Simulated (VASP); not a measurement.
Input of a VASP 6.6.1 run:

The input POSCAR:

```
Li2S
1.0
    0.0000000000      2.9198410873      2.9198410873
    2.9198410873      0.0000000000      2.9198410873
    2.9198410873      2.9198410873      0.0000000000
Li S
2 1
Direct
    0.2500000000      0.2500000000      0.2500000000
    0.7500000000      0.7500000000      0.7500000000
    0.0000000000      0.0000000000      0.0000000000
```

Contents of INCAR.step1:

```
PREC     = Accurate       # precision mode
ENCUT    = 650            # plane-wave cutoff, eV
EDIFF    = 1E-5           # SCF threshold, eV
ISMEAR   = 0              # smearing method
SIGMA    = 0.01           # smearing width, eV
LREAL    = False          # projectors in reciprocal space
LASPH    = True           # aspherical terms in the spheres
NELM     = 120            # most SCF steps
ALGO     = Normal         # electronic algorithm
ISIF     = 2              # what is computed and relaxed
LWAVE    = True           # write WAVECAR
LCHARG   = False          # write CHGCAR
GGA      = PE             # functional
NBANDS   = 13             # bands
GGA_COMPAT= False
```

File INCAR.step2:

```
PREC     = Accurate       # precision mode
ENCUT    = 650            # plane-wave cutoff, eV
EDIFF    = 1E-6           # SCF threshold, eV
ISMEAR   = 0              # smearing method
SIGMA    = 0.01           # smearing width, eV
LREAL    = False          # projectors in reciprocal space
LASPH    = True           # aspherical terms in the spheres
NELM     = 120            # most SCF steps
ALGO     = Normal         # electronic algorithm
ISIF     = 2              # what is computed and relaxed
LWAVE    = False          # write WAVECAR
LCHARG   = False          # write CHGCAR
GGA      = PE             # functional
LHFCALC  = True           # exact exchange
HFSCREEN = 0.2079         # screening, 1/A
PRECFOCK = Normal       
ISTART   = 1            
NBANDS   = 13             # bands
GGA_COMPAT= False
```

File KPOINTS:

```
regular mesh
0
Gamma
  6 6 6
```

Potentials or basis: VASP PAW PBE potentials, release 64 (Li_sv, S).

Run with:

```sh
$ cat potpaw_PBE.64/Li_sv/POTCAR potpaw_PBE.64/S/POTCAR > POTCAR
$ cp INCAR.step1 INCAR
$ mpirun -np 1 vasp_std > vasp.out
$ cp INCAR.step2 INCAR
$ mpirun -np 1 vasp_std > vasp.out
```

(1) Estimate the band gap on the k mesh.

(2) What does it give for the pressure?

Results:

(1) 4.36 eV (least direct gap 4.94 eV).

(2) -3.3 GPa.

Caveat: the cell differs from its parent crystal (strain +2.6%); the cell stands under tension; the PAW data sets were made with another functional, which shifts forces and pressure a little.
